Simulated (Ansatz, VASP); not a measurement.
# One calculation of Mn, two programs

```xyz
6
Lattice="4.8259 2.7862 0.8535 -4.8259 2.7862 0.8535 0.0000 -5.5725 0.8535" Properties=species:S:1:pos:R:3 pbc="T T T"
Mn    1.1261    1.6082    0.6336
Mn   -1.9558    0.1711    0.6336
Mn    0.8297   -1.7793    0.6336
Mn   -1.1261   -1.6082    1.9270
Mn    1.9558   -0.1711    1.9270
Mn   -0.8297    1.7793    1.9270
```

Alike in both runs: functional PBE; k mesh 9 × 9 × 9; occupations gaussian, width 0.1 eV; no spin polarisation.

Ansatz relaxed the structure, and its values are those at the end. VASP's run is a single point on that final structure, the one shown.

|  | VASP | Ansatz |
| --- | --- | --- |
| version | VASP 6.6.1 | Ansatz 0.2.0 |
| potentials or method | VASP PAW PBE potentials, release 64 (Mn_pv), cutoff 520 eV | scalar-relativistic, plane waves, PAW |
| valence electrons in the cell | 78 | 90 |

Ansatz gave:

* gap on the k mesh at the Fermi level (eV): none
* pressure (GPa): 0.0
* rms of the force components (eV/Å): 0.004

**Question.** What did VASP give for the same quantities?

**Answer.** gap on the k mesh at the Fermi level (eV): none; pressure (GPa): -0.1; rms of the force components (eV/Å): 0.004.

A gap of «none» marks a metal or a gap that the smearing closes. The functional is the same, so the differences come from potentials, cutoffs and numerics. VASP's potentials hold 78 valence electrons a cell and Ansatz's 90, so a difference there can come from the potentials and not from the codes.
